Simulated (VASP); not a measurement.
Write the native input for VASP 6.6.1 that does the following.

| Property | Result |
| --- | --- |
| Task | single point |
| Functional | PBE |
| Potentials or basis | VASP PAW PBE potentials, release 64 (Mg, H) |
| Cutoff | 520 eV |
| k mesh | 4 × 3 × 4 |
| Occupations | gaussian, width 0.1 eV |
| Spin | no spin polarisation |
| Dipole correction | no |
| Further INCAR settings | ALGO = Normal; EDIFF = 1e-06; NBANDS = 24 |

The structure of Mg12H (a cell with a defect) lies in POSCAR:

```
Mg12H
1.0
    6.4200000000      0.0000000000      0.0000000000
   -4.8150000000      8.3398250000      0.0000000000
    0.0000000000      0.0000000000      5.2130400000
Mg H
12 1
Direct
    0.0003504161     -0.0001570776      0.0062652502
    0.1720506051      0.2319675773      0.5015679910
   -0.0003984950      0.3334759422     -0.0029243973
    0.1630287038      0.5540322489      0.4991465632
   -0.0012611931      0.6655076096     -0.0017377576
    0.1709721177      0.8838529585      0.5017291254
    0.4998142711     -0.0000742222     -0.0038328883
    0.6672158574      0.2225416001      0.4939699293
    0.5015736381      0.3345712890     -0.0051783604
    0.6683072790      0.5564481269      0.4969501481
    0.4974543330      0.6642080619     -0.0037304529
    0.6561777992      0.8852279274      0.5014039793
    0.0025219053      0.0021099963      0.3971912742
```

These files were run (other wordings do the same):

INCAR

```
SYSTEM = Mg12H
  ALGO = Normal
  EDIFF = 1E-6
  ENCUT = 520
  GGA = PE
  ISIF = 2
  ISMEAR = 0
  LASPH = .TRUE.
  LCHARG = .FALSE.
  LREAL = .FALSE.
  LWAVE = .FALSE.
  NBANDS = 24
  NELM = 60
  PREC = Accurate
  SIGMA = 0.1
```

KPOINTS

```
k-points
0
G
  4 3 4
  0 0 0
```

Potentials or basis: VASP PAW PBE potentials, release 64 (Mg, H).

Command:

```bash
$ cat potpaw_PBE.64/Mg/POTCAR potpaw_PBE.64/H/POTCAR > POTCAR
$ mpirun -np 1 vasp_std > vasp.out
```

It gave:

```
Pressure               : -0.1 GPa
Largest force          : 0.014 eV/Å
Band gap on the k mesh : zero (an odd number of electrons rules out a gap without spin polarisation)
```

Wall time 2.9 min on 1 thread of Oxide Virtual Turin-like Processor (shared host), peak memory 0.39 GiB.
